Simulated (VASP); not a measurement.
Tl, 5 atoms in the cell. The cell holds a slab with vacuum, 5 atoms: a = 3.612 Å, b = 3.612 Å, c = 26.131 Å, α = 90.00°, β = 90.00°, γ = 120.00°. 

```yaml
Program: VASP 6.6.1
Task: single point
Functional: LDA
Potentials_or_basis: VASP PAW LDA potentials, release 64 (Tl_d)
Cutoff: 520 eV
k_mesh: 12 × 12 × 1
Occupations: gaussian, width 0.1 eV
Spin: no spin polarisation
Dipole_correction: yes
Further_INCAR_settings: ALGO = Normal; EDIFF = 1e-06; NBANDS = 40
```

Potentials or basis: VASP PAW LDA potentials, release 64 (Tl_d).

Run with:

```console
$ cat potpaw_LDA.64/Tl_d/POTCAR > POTCAR
$ mpirun -np 1 vasp_std > vasp.out
```

Hardware: 1 thread of Intel(R) Xeon(R) 6975P-C (Granite Rapids), on a shared host.

Question: How long does it take, and how much memory?

Answer: It took 2.8 min on 1 thread of Intel(R) Xeon(R) 6975P-C (Granite Rapids), with other jobs on the host, peak memory 0.38 GiB. Counts: scf iterations 21, k points 19.
